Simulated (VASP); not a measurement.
Crystal: Fe.

```
CELL_PARAMETERS angstrom
0.00000 2.37554 2.37554
2.37554 0.00000 2.37554
2.37554 2.37554 0.00000
ATOMIC_POSITIONS crystal
Fe 0.50000 0.50000 0.50000
Fe 0.75000 0.75000 0.75000
```

This isn't the form of Fe at room conditions, which is bcc.

| Property | Result |
| --- | --- |
| Program | VASP 6.6.1 |
| Task | relaxation of cell and atoms |
| Functional | PBE |
| Potentials or basis | VASP PAW PBE potentials, release 64 (Fe_sv) |
| Cutoff | 690 eV |
| k mesh | 6 × 6 × 6 |
| Occupations | gaussian, width 0.1 eV |
| Spin | no spin polarisation |

At the start: pressure 12.9 GPa; volume 13.41 Å³/atom.

Problem. How do energy, volume and symmetry change on relaxing?

Solution. Over 3 steps the energy falls by 35.1 meV/atom and the volume is 14.35 Å³/atom (+7.0 %); space group Fd-3m (No. 227, to 0.1 Å) before and after.

The path:
```csv
step,energy change (eV),largest force (eV/Å),pressure (GPa),volume (Å³)
1,0.0000,0.0000,12.90,26.81
2,0.0329,0.0000,-11.93,31.22
3,-0.0701,0.0000,-0.20,28.69
```

Final structure:
```yaml
crystal:
  lattice:
    - [0.00000, 2.42991, 2.42991]
    - [2.42991, 0.00000, 2.42991]
    - [2.42991, 2.42991, 0.00000]
  atoms:
    - { symbol: Fe, position: [0.50000, 0.50000, 0.50000] }
    - { symbol: Fe, position: [0.75000, 0.75000, 0.75000] }
```

Caveat: the k points lie up to 0.37 Å⁻¹ apart in the final cell, too coarse for converged energies and pressures of a metal; the run has no spin polarisation, though such a crystal can be magnetic.
